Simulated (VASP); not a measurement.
Set up this calculation in VASP 6.6.1, as the native input.

| Quantity | Value |
| --- | --- |
| Task | single point |
| Functional | PBE |
| Dispersion | D3(BJ) |
| Potentials or basis | VASP PAW PBE potentials, release 64 (Sn_d, O) |
| Cutoff | 520 eV |
| k mesh | 6 × 6 × 6 |
| Occupations | gaussian, width 0.05 eV |
| Spin | no spin polarisation |
| Dipole correction | no |
| Further INCAR settings | ALGO = Normal; EDIFF = 1e-06; NBANDS = 64 |

The structure of SnO2 lies in POSCAR:

```
SnO2
1.0
    3.2373377715      1.8690778339      4.2908446674
   -3.2373377715      1.8690778339      4.2908446674
    0.0000000000     -3.7381556677      4.2908446674
Sn O
4 8
Direct
    0.8623786656      0.8659790540      0.8659790538
    0.3623905441      0.3659938330      0.8659854188
    0.3623905441      0.8659854190      0.3659938328
    0.8623878195      0.3659909292      0.3659909290
    0.1546909950      0.6044060322      0.6044060110
    0.6546726683      0.1044425796      0.6044223862
    0.6546726683      0.6044224074      0.1044425583
    0.5926931683      0.6162594245      0.6162594471
    0.1546837741      0.1044384526      0.1044384313
    0.0926894893      0.1162426883      0.6162228331
    0.0926894892      0.6162228106      0.1162427108
    0.5927437375      0.1162435857      0.1162436083
```

This cell differs from its parent crystal: atoms displaced along several vibrational modes.

The input as run:

INCAR

```
SYSTEM = SnO2
  PREC = Accurate
  ENCUT = 520
  EDIFF = 1E-6
  ISMEAR = 0
  SIGMA = 0.05
  LREAL = .False.
  LASPH = .True.
  NELM = 80
  ALGO = Normal
  ISIF = 2
  LWAVE = .False.
  LCHARG = .False.
  GGA = PE
  IVDW = 12
  NBANDS = 64
```

KPOINTS

```
Automatic mesh
0
Gamma
  6 6 6
  0 0 0
```

Potentials or basis: VASP PAW PBE potentials, release 64 (Sn_d, O).

The run is started by

```sh
$ cat potpaw_PBE.64/Sn_d/POTCAR potpaw_PBE.64/O/POTCAR > POTCAR
$ mpirun -np 1 vasp_std > vasp.out
```

Results of the run:

```
Pressure                   : 3.2 GPa
Largest force              : 1.878 eV/Å
Band gap on the k mesh     : 1.43 eV
Dispersion energy per atom : -0.201 eV
```

Caveat: the cell differs from its parent crystal (atoms displaced along several vibrational modes); the cell stands under pressure; spin-orbit coupling is left out, which moves the levels of the heavy elements; forces of over 1 eV/Å act on the atoms, so gaps and moduli don't describe the material at rest.

Run time: 18 min on 1 thread of Oxide Virtual Turin-like Processor, with other jobs on the host, peak memory 0.54 GiB.
